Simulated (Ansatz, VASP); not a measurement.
## Two plane-wave programs on Gd

The input INCAR:

```
ALGO = Normal ; EDIFF = 1E-6
ENCUT = 520 ; GGA = CA
ISIF = 2 ; ISMEAR = 0
ISPIN = 2 ; LASPH = T
LCHARG = F ; LDAU = T
LDAUJ = 0 ; LDAUL = 3
LDAUPRINT = 1 ; LDAUTYPE = 2
LDAUU = 6 ; LMAXMIX = 6
LORBIT = 11 ; LREAL = F
LWAVE = F ; MAGMOM = 0.5 0.5
NBANDS = 29 ; NELM = 150
PREC = Accurate ; SIGMA = 0.05
```

KPOINTS

```
k-points
0
Gamma
  10 10 6
```

The input POSCAR:

```
Gd
1.0
    3.6399995402      0.0000000000      0.0000000000
   -1.8199997701      3.1523320716      0.0000000000
    0.0000000000      0.0000000000      5.7803192698
Gd
2
Direct
    0.3333333333      0.6666666667      0.7500000000
    0.6666666667      0.3333333333      0.2500000000
```

Input for Ansatz:

```yaml
crystal:
  lattice:
    - [3.6399995402, 0.0, 0.0]
    - [-1.8199997701, 3.1523320716, 0.0]
    - [0.0, 0.0, 5.7803192698]
  atoms:
    - { symbol: Gd, position: [0.3333333333, 0.6666666667, 0.75], spin: 0.5 }
    - { symbol: Gd, position: [0.6666666667, 0.3333333333, 0.25], spin: 0.5 }
basis:
  ecutwfc: 420
  ecutrho_ratio: 4
kpoints:
  mp_grid: { grid: [10, 10, 6] }
hamiltonian:
  xc: lda
  hubbard: { sites: [{ species: Gd, l: f, u_eff: 6.0 }] }
scf:
  occupations: { method: gaussian, width: 0.05 }
  lower_state_search: "off"
output:
  forces: true
  stress: true
  eigenvalues: true
  populations: true
  hubbard: { sites: [{ species: Gd, l: f }] }
magnetization:
  spin_polarized: true
checkpoint:
  read: start.run
  write: ck
  compress: false
  write_wavefunctions: false
  write_every: 100000
```

Alike in both runs: task single point; functional LDA; k mesh 10 × 10 × 6; occupations gaussian, width 0.05 eV; collinear spin; Hubbard terms Gd f U = 6.0 eV.

|  | VASP | Ansatz |
| --- | --- | --- |
| version | VASP 6.6.1 | Ansatz 0.2.0 |
| potentials or method | VASP PAW PBE potentials, release 64 (Gd), cutoff 520 eV | scalar-relativistic, plane waves, PAW |
| valence electrons in the cell | 36 | 36 |

```csv
,VASP,Ansatz,Ansatz less VASP
gap on the k mesh at the Fermi level (eV),none,none,-
pressure (GPa),-3.4,-3.7,-0.25
"traceless stress, the component that is largest in VASP (GPa)",0.14,0.18,+0.045
net moment per atom (μB),7.73,7.75,+0.012
size of the moment on the site where the two differ most (μB),7.12,7.46,+0.337
```

VASP's potentials were made for PBE, not for LDA. LDA's correlation is that of Perdew and Zunger in VASP and of Perdew and Wang (1992) in Ansatz. Site moments also hang on the region over which each program counts them. The programs project onto different local orbitals, so the same U acts differently, and such runs can settle in different states. A gap of «none» marks a metal or a gap that the smearing closes. Ansatz's warnings: filled band counts differ across k points.

Spin-orbit coupling is off throughout.
